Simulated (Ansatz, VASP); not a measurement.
MgZn2O3 in VASP and in Ansatz

```
Mg Zn O
1.0
     3.05260    0.00000    0.00000
    -1.52630    2.64363    0.00000
     0.00000    0.00000    7.45204
Mg Zn O
1 2 3
Direct
  0.00000 0.00000 0.00000
  0.33333 0.66667 0.66842
  0.66667 0.33333 0.33158
  0.33333 0.66667 0.16070
  0.66667 0.33333 0.83930
  0.00000 0.00000 0.50000
```

Alike in both runs: task single point; functional PBEsol; k mesh 12 × 12 × 4; no spin polarisation; Hubbard terms Zn d U = 2.0 eV.

```csv
,VASP,Ansatz
version,VASP 6.6.1,Ansatz 0.2.0
potentials or method,"VASP PAW PBE potentials, release 64 (Mg, Zn, O)","plane waves, PAW"
plane-wave cutoff (eV),520,420
occupations,"gaussian, width 0.01 eV",fixed
valence electrons in the cell,44,52
```

```tsv
	VASP	Ansatz	Ansatz less VASP
gap on the k mesh at the Fermi level (eV)	1.81	1.77	-0.037
```

VASP's potentials were made for PBE, not for PBEsol. The programs project onto different local orbitals, so the same U acts differently, and such runs can settle in different states. VASP's potentials hold 44 valence electrons a cell and Ansatz's 52, so a difference there can come from the potentials and not from the codes.
